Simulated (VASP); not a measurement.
# BeTe (F-43m) in VASP: G0W0 quasiparticle levels with LDA

Aim: the G0W0 quasiparticle levels of BeTe with LDA.

Program: VASP 6.6.1. These are calculated values, not measurements. Logs are shortened: lines on timing, memory, paths and dates and some standing lists are left out, and cuts for length are marked.

## (1) The cell of the first run

The structure is cubic, space group F-43m (No. 216). Conventional cell: a = 5.657 Å, b = 5.657 Å, c = 5.657 Å, α = 90.00°, β = 90.00°, γ = 90.00°. Be (site symmetry -43m) has 4 Te at 2.45 Å within 3.2 Å. Te (site symmetry -43m) has 4 Be at 2.45 Å within 3.2 Å.

## (2) G0W0 quasiparticle levels, LDA

POSCAR reads:

```
BeTe
1.0
    0.0000000000      2.8286228801      2.8286228801
    2.8286228801      0.0000000000      2.8286228801
    2.8286228801      2.8286228801      0.0000000000
Be Te
1 1
Direct
    0.0000000000      0.0000000000      0.0000000000
    0.2500000000      0.2500000000      0.2500000000
```

INCAR.step1 reads:

```
PREC = Accurate
ENCUT = 500
EDIFF = 1E-8
ISMEAR = 0
SIGMA = 0.01
LREAL = False
LASPH = True
NELM = 100
ALGO = Normal
LWAVE = True
LCHARG = False
GGA = CA
```

INCAR.step2 reads:

```
PREC = Accurate
ENCUT = 500
EDIFF = 1E-8
ISMEAR = 0
SIGMA = 0.01
LREAL = False
LASPH = True
NELM = 1
ALGO = Exact
LWAVE = True
LCHARG = False
GGA = CA
NBANDS = 64
LOPTICS = True
ISTART = 1
```

INCAR.step3 reads:

```
PREC = Accurate
ENCUT = 500
EDIFF = 1E-8
ISMEAR = 0
SIGMA = 0.01
LREAL = False
LASPH = True
ALGO = EVGW0
LWAVE = False
LCHARG = False
GGA = CA
NELMGW = 1
NBANDS = 64
ENCUTGW = 80.0
NOMEGA = 96
PRECFOCK = Fast
ISTART = 1
NBANDSGW = 12
OMEGAMAX = 20
```

KPOINTS reads:

```
Automatic mesh
0
Gamma
  4 4 4
```

Potentials or basis: VASP PAW LDA potentials, release 64 (Be_GW, Te_GW).

On the command line:

```sh
cat potpaw_LDA.64/Be_GW/POTCAR potpaw_LDA.64/Te_GW/POTCAR > POTCAR
cp INCAR.step1 INCAR
mpirun -np 1 vasp_std > vasp.out
cp INCAR.step2 INCAR
mpirun -np 1 vasp_std > vasp.out
cp INCAR.step3 INCAR
mpirun -np 1 vasp_std > vasp.out
```

OUTCAR:

```text
PREC = Accurate
   ENCUT = 500
   EDIFF = 1E-8
   ISMEAR = 0
   LREAL = False
   LASPH = True
   GGA = CA
   NELMGW = 1
   ENCUTGW = 80.0
   PRECFOCK = Fast
   ISTART = 1

 ion  position               nearest neighbor table
   1  0.000  0.000  0.000-   2 2.45   2 2.45   2 2.45   2 2.45
   2  0.250  0.250  0.250-   1 2.45   1 2.45   1 2.45   1 2.45

  LATTYP: Found a face centered cubic cell.
 ALAT       =     5.6572457602

  Lattice vectors:

 A1 = (   0.0000000000,   2.8286228801,   2.8286228801)
 A2 = (   2.8286228801,   0.0000000000,   2.8286228801)
 A3 = (   2.8286228801,   2.8286228801,   0.0000000000)

Analysis of symmetry for initial positions (statically):
=====================================================================
 Subroutine PRICEL returns:
 Original cell was already a primitive cell.

 Routine SETGRP: Setting up the symmetry group for a
 face centered cubic supercell.

 Subroutine GETGRP returns: Found 24 space group operations
 (whereof 24 operations were pure point group operations)
 out of a pool of 48 trial point group operations.

The static configuration has the point symmetry T_d .

Analysis of symmetry for dynamics (positions and initial velocities):
=====================================================================
 Subroutine PRICEL returns:
 Original cell was already a primitive cell.

 Routine SETGRP: Setting up the symmetry group for a
 face centered cubic supercell.

 Subroutine GETGRP returns: Found 24 space group operations
 (whereof 24 operations were pure point group operations)
 out of a pool of 48 trial point group operations.

The dynamic configuration has the point symmetry T_d .

 Subroutine INISYM returns: Found 24 space group operations
 (whereof 24 operations are pure point group operations),
 and found     1 'primitive' translations

----------------------------------------------------------------------------------------

                                     Primitive cell

  volume of cell :      45.2642

  direct lattice vectors                    reciprocal lattice vectors
     0.000000000  2.828622880  2.828622880    -0.176764461  0.176764461  0.176764461
     2.828622880  0.000000000  2.828622880     0.176764461 -0.176764461  0.176764461
     2.828622880  2.828622880  0.000000000     0.176764461  0.176764461 -0.176764461

  length of vectors
     4.000276840  4.000276840  4.000276840     0.306165028  0.306165028  0.306165028

  position of ions in fractional coordinates (direct lattice)
     0.000000000  0.000000000  0.000000000
     0.250000000  0.250000000  0.250000000

  ion indices of the primitive-cell ions
   primitive index   ion index
                 1           1
                 2           2

----------------------------------------------------------------------------------------

 KPOINTS: Automatic mesh

Automatic generation of k-mesh.
 Grid dimensions read from file:
 generate k-points for:    4    4    4

 Generating k-lattice:

  Cartesian coordinates                     Fractional coordinates (reciprocal lattice)
    -0.044191115  0.044191115  0.044191115     0.250000000  0.000000000  0.000000000
     0.044191115 -0.044191115  0.044191115     0.000000000  0.250000000  0.000000000
     0.044191115  0.044191115 -0.044191115     0.000000000  0.000000000  0.250000000

  Length of vectors
     0.076541257  0.076541257  0.076541257

  Shift w.r.t. Gamma in fractional coordinates (k-lattice)
     0.000000000  0.000000000  0.000000000

 Subroutine IBZKPT returns following result:
 ===========================================

 Found      8 irreducible k-points:

 Following reciprocal coordinates:
            Coordinates               Weight
  0.000000  0.000000  0.000000      1.000000
  0.250000  0.000000  0.000000      8.000000
  0.500000  0.000000  0.000000      4.000000
  0.250000  0.250000  0.000000      6.000000
  0.500000  0.250000  0.000000     24.000000
 -0.250000  0.250000  0.000000     12.000000
  0.500000  0.500000  0.000000      3.000000
 -0.250000  0.500000  0.250000      6.000000
   k-points           NKPTS =      8   k-points in BZ     NKDIM =     64   number of bands    NBANDS=     64
   number of dos      NEDOS =    301   number of ions     NIONS =      2
   total plane-waves  NPLWV =  27000
   dimension x,y,z NGX =    30 NGY =   30 NGZ =   30
   dimension x,y,z NGXF=    60 NGYF=   60 NGZF=   60
   ions per type =               1   1
   NGX,Y,Z   is equivalent  to a cutoff of  12.47, 12.47, 12.47 a.u.
   NGXF,Y,Z  is equivalent  to a cutoff of  24.94, 24.94, 24.94 a.u.
 SYSTEM =  unknown system
   PREC   = accura    normal or accurate (medium, high low for compatibility)
   ISTART =      1    job   : 0-new  1-cont  2-samecut
   ICHARG =      0    charge: 1-file 2-atom 10-const
   ISPIN  =      1    spin polarized calculation?
   LNONCOLLINEAR =      F non collinear calculations
   LSORBIT =      F    spin-orbit coupling
   LASPH  =      T    aspherical Exc in radial PAW
   ENCUT  =  500.0 eV  36.75 Ry    6.06 a.u.   7.29  7.29  7.29*2*pi/ulx,y,z
   NELM   =     60;   NELMIN=  2; NELMDL=  0     # of ELM steps
   EDIFF  = 0.1E-07   stopping-criterion for ELM
   LREAL  =      F    real-space projection
   EDIFFG = 0.1E-06   stopping-criterion for IOM
   NSW    =      0    number of steps for IOM
   IBRION =     -1    ionic relax: 0-MD 1-quasi-New 2-CG
   NFREE  =      0    steps in history (QN), initial steepest desc. (CG)
   ISIF   =      0    stress and relaxation
   ISYM   =      3    0-nonsym 1-usesym 2-fastsym
   POTIM  = 0.5000    time-step for ionic-motion
   TEBEG  =    0.0;   TEEND  =   0.0 temperature during run
   PSTRESS=    0.0 pullay stress
   NELECT =       8.0000    total number of electrons
   NUPDOWN=      -1.0000    fix difference up-down
   EMIN   =  10.00;   EMAX   =-10.00  energy-range for DOS
   EFERMI =   0.00;   METHOD = LEGACY
   ISMEAR =     0;   SIGMA  =   0.01  broadening in eV -4-tet -1-fermi 0-gaus
   EFERMI_NEDOS =   21; number of points for ismear=-14 and -15
   IALGO  =     38    algorithm
   IMIX   =      4    mixing-type and parameters
     AMIX     =   0.40;   BMIX     =  1.00
     AMIX_MAG =   1.60;   BMIX_MAG =  1.00
  volume/ion in A,a.u.               =      22.63       152.73
  Fermi-wavevector in a.u.,A,eV,Ry     =   0.918727  1.736142 11.484122  0.844059
  Thomas-Fermi vector in A             =   2.043841
   LORBIT       =      0    0 simple, 1 ext, 2 COOP (PROOUT), +10 PAW based schemes
   GGA     = CA    functional components
   LHFCALC =     T    Hartree Fock is set to
   PRECFOCK=fast      Normal, Fast or Accurate (Low or Medium for compatibility)
   ENCUT4O =  -1.0   cutoff for four orbital integrals eV
   NKREDX  =     1    reduce k-point grid by
   NKREDY  =     1    reduce k-point grid by
   NKREDZ  =     1    reduce k-point grid by
   AEXX    =    1.0000 exact exchange contribution
   HFSCREEN=    0.0000 screening length (either q_TF or 0.3 A-1)
   HFSCREENC=   0.0000 screening length for correlation (either q_TF or 0.3 A-1)
   ENCUTFOCK=  -1.0 apply spherical cutoff to Coloumb kernel
   IVDW    =     0    specifies the selected vdW correction
   LEPSILON=     F    determine dielectric tensor
   LRPA    =     F    only Hartree local field effects (RPA)
   LRPAFORCE           =     F    calculate RPA forces
   ENCUTGW             =  80.0    cutoff for response function in eV
   ENCUTGWSOFT         =  64.0    soft cutoff for Coulomb kernel in GW response function in eV
   ENCUTLF             =  -1.0    cutoff for local field effects
   NELMGW              =     1    number of iterations in solving QP/BSE equation
   NELMHF              =     1    number of iterations in the inner HF iteration
   NKREDLFX            =     1    NKREDLFY  =   1   NKREDLFZ  =   1
 non-spin polarized calculation
 Gauss-broadening in eV      SIGMA  =   0.01
  energy-cutoff  :      500.00
  volume of cell :       45.26
 maximum number of plane-waves:      1174
 NGX is ok and might be reduce to    30
  NGX = 18; NGY = 18; NGZ = 18
   NGX = 15   NGY = 15   NGZ = 15
 maximum number of plane-waves:        80
 NGX is ok and might be reduce to    14

 QP shifts <psi_nk| G(iteration)W_0 |psi_nk>: iteration 1
 for sc-GW calculations column KS-energies equals QP-energies in previous step
 and V_xc(KS)=  KS-energies - (<T + V_ion + V_H > + <T+V_H+V_ion>^1  + <V_x>^1)

 k-point   1 :       0.0000    0.0000    0.0000
  band No.  KS-energies  QP-energies   sigma(KS)   V_xc(KS)     V^pw_x(r,r')   Z            occupation Imag(sigma)

      1      -7.6412      -8.0515     -11.6056     -11.0342     -17.6030       0.7182       2.0000       1.1361
      2       4.5924       4.3441     -11.6110     -11.2948     -12.9488       0.7851       2.0000       0.0356
      3       4.5924       4.3441     -11.6110     -11.2948     -12.9488       0.7851       2.0000       0.0356
      4       4.5924       4.3441     -11.6110     -11.2948     -12.9488       0.7851       2.0000       0.0356
      5       8.1862       8.8224      -8.7082      -9.5319      -4.7183       0.7725       0.0000      -0.0607
      6       8.1862       8.8224      -8.7082      -9.5319      -4.7183       0.7725       0.0000      -0.0607
      7       8.1862       8.8224      -8.7082      -9.5319      -4.7183       0.7725       0.0000      -0.0607
      8       8.2099       9.0732      -8.7188      -9.8320      -4.6550       0.7756       0.0000      -0.0642
      9      12.7236      13.0985      -7.7186      -8.2266      -2.4421       0.7380       0.0000      -0.1730
     10      15.0476      15.5348      -8.6869      -9.3338      -3.7220       0.7531       0.0000      -0.2243
     11      15.0476      15.5348      -8.6869      -9.3338      -3.7220       0.7531       0.0000      -0.2243
     12      15.7590      16.1098      -7.6258      -8.0909      -2.0979       0.7544       0.0000      -0.4387

 k-point   2 :       0.2500    0.0000    0.0000
  band No.  KS-energies  QP-energies   sigma(KS)   V_xc(KS)     V^pw_x(r,r')   Z            occupation Imag(sigma)

      1      -7.1009      -7.4030     -11.6210     -11.2021     -17.4960       0.7213       2.0000       1.0605
      2       1.3088       0.8684     -10.8957     -10.3083     -13.1117       0.7497       2.0000       0.0700
      3       3.9320       3.6439     -11.4059     -11.0357     -12.8543       0.7783       2.0000       0.0384
      4       3.9320       3.6439     -11.4059     -11.0357     -12.8543       0.7783       2.0000       0.0384
      5       7.8290       8.4765      -8.6896      -9.5231      -4.7513       0.7768       0.0000      -0.0598
      6       9.0475       9.6986      -8.7912      -9.6412      -4.6075       0.7661       0.0000      -0.0696
      7       9.0475       9.6986      -8.7912      -9.6412      -4.6075       0.7661       0.0000      -0.0696
      8      11.4552      12.1884      -8.9363      -9.9177      -4.1149       0.7471       0.0000      -0.1278
      9      13.4507      13.8898      -7.5623      -8.1454      -2.3607       0.7531       0.0000      -0.2081
     10      13.6886      14.1407      -8.1697      -8.7618      -3.3115       0.7636       0.0000      -0.1920
     11      13.6886      14.1407      -8.1697      -8.7618      -3.3115       0.7636       0.0000      -0.1920
     12      16.0091      16.5284      -7.9695      -8.6648      -2.3786       0.7469       0.0000      -0.3741
[... 68 lines left out ...]
      1      -5.8685      -5.9772     -11.9116     -11.7621     -17.3406       0.7271       2.0000       0.8290
      2      -0.4264      -1.0216     -10.8471     -10.0221     -13.9367       0.7214       2.0000       0.1349
      3       1.9904       1.5641     -11.0451     -10.4829     -13.0978       0.7584       2.0000       0.0576
      4       1.9904       1.5641     -11.0451     -10.4829     -13.0978       0.7584       2.0000       0.0576
      5       6.4789       6.9260      -7.7596      -8.3228      -4.1075       0.7938       0.0000      -0.0526
      6       7.2490       7.6413      -8.3132      -8.8146      -4.5884       0.7824       0.0000      -0.0545
      7      14.1378      14.9178      -9.3780     -10.4742      -3.5108       0.7116       0.0000      -0.2990
      8      14.1378      14.9178      -9.3780     -10.4742      -3.5108       0.7116       0.0000      -0.2990
      9      15.8761      16.6450      -8.5606      -9.6200      -2.4977       0.7258       0.0000      -0.4282
     10      17.2934      17.9461      -9.2332     -10.1102      -3.3451       0.7442       0.0000      -0.5576
     11      18.1105      18.6689      -8.6552      -9.3830      -3.1354       0.7672       0.0000      -0.5287
     12      18.1105      18.6689      -8.6552      -9.3830      -3.1354       0.7672       0.0000      -0.5287

 k-point   8 :      -0.2500    0.5000    0.2500
  band No.  KS-energies  QP-energies   sigma(KS)   V_xc(KS)     V^pw_x(r,r')   Z            occupation Imag(sigma)

      1      -5.8360      -5.9360     -11.9384     -11.7990     -17.3623       0.7174       2.0000       0.8070
      2       0.1115      -0.4832     -11.0365     -10.2139     -13.9267       0.7229       2.0000       0.1109
      3       0.9411       0.4651     -10.6421     -10.0066     -12.9516       0.7490       2.0000       0.0752
      4       1.4232       0.9821     -10.5825      -9.9967     -12.6404       0.7530       2.0000       0.0634
      5       9.7765      10.2500      -8.3555      -8.9650      -4.3230       0.7767       0.0000      -0.0733
      6      10.0425      10.7999      -8.5306      -9.5374      -3.7643       0.7523       0.0000      -0.0945
      7      10.0853      10.6311      -8.2204      -8.9343      -3.7850       0.7646       0.0000      -0.0809
      8      10.7424      11.3636      -9.2445     -10.0739      -4.6344       0.7490       0.0000      -0.1065
      9      15.4082      16.1378      -8.9922      -9.9971      -3.1484       0.7260       0.0000      -0.3628
     10      16.0958      16.7497      -9.2809     -10.1709      -3.5135       0.7347       0.0000      -0.4469
     11      17.4470      18.0901      -8.5450      -9.4067      -2.6952       0.7462       0.0000      -0.4825
     12      18.3668      19.0101      -8.6784      -9.5179      -2.8552       0.7663       0.0000      -0.6488
```

It took 1.7 min on 1 thread of Intel Xeon 8259CL, shared host; peak memory 0.43 GiB.

What came out:

```yaml
Quasiparticle_gap: 2.58 eV
Least_direct_quasiparticle_gap: 4.48 eV
Band_gap_of_the_starting_levels_on_the_mesh: 1.89 eV
Least_direct_gap_of_the_starting_levels_on_the_mesh: 3.59 eV
```

Caveat: the k points lie up to 0.48 Å⁻¹ apart; bands, screening cutoff and mesh are small and nothing is extrapolated, so the quasiparticle values aren't converged; spin-orbit coupling is left out, which moves the levels of the heavy elements.
